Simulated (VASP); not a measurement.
A run of VASP 6.6.1:

The input INCAR:

```
PREC = Accurate
ENCUT = 520
EDIFF = 1E-7
ISMEAR = 0
SIGMA = 0.1
LREAL = False
LASPH = True
NELM = 80
ALGO = Normal
ISIF = 2
LWAVE = False
LCHARG = False
LDIPOL = True
IDIPOL = 3
DIPOL = 0.5 0.5 0.500
GGA = CA
NBANDS = 11
```

File KPOINTS:

```
Automatic mesh
0
Gamma
  15 15 1
```

Contents of POSCAR:

```
Si
1.0
    3.6460000000      0.0000000000      0.0000000000
   -1.8230000000      3.1575286222      0.0000000000
    0.0000000000      0.0000000000     28.0000000000
Si
2
Direct
    0.3333333333      0.6666666667      0.5076607143
    0.6666666667      0.3333333333      0.4923392857
```

Potentials or basis: VASP PAW LDA potentials, release 64 (Si).

The run is started by

```sh
$ cat potpaw_LDA.64/Si/POTCAR > POTCAR
$ mpirun -np 1 vasp_std > vasp.out
```

Hardware: 1 thread of Intel(R) Xeon(R) Platinum 8259CL CPU @ 2.50GHz (Skylake/Cascade Lake), on a shared host.

Question: How long does it take, and how much memory?

Answer: Run time: 2.9 min on 1 thread of Intel(R) Xeon(R) Platinum 8259CL CPU @ 2.50GHz (Skylake/Cascade Lake) (shared host), peak memory 0.33 GiB. Counts: scf iterations 23, k points 27.
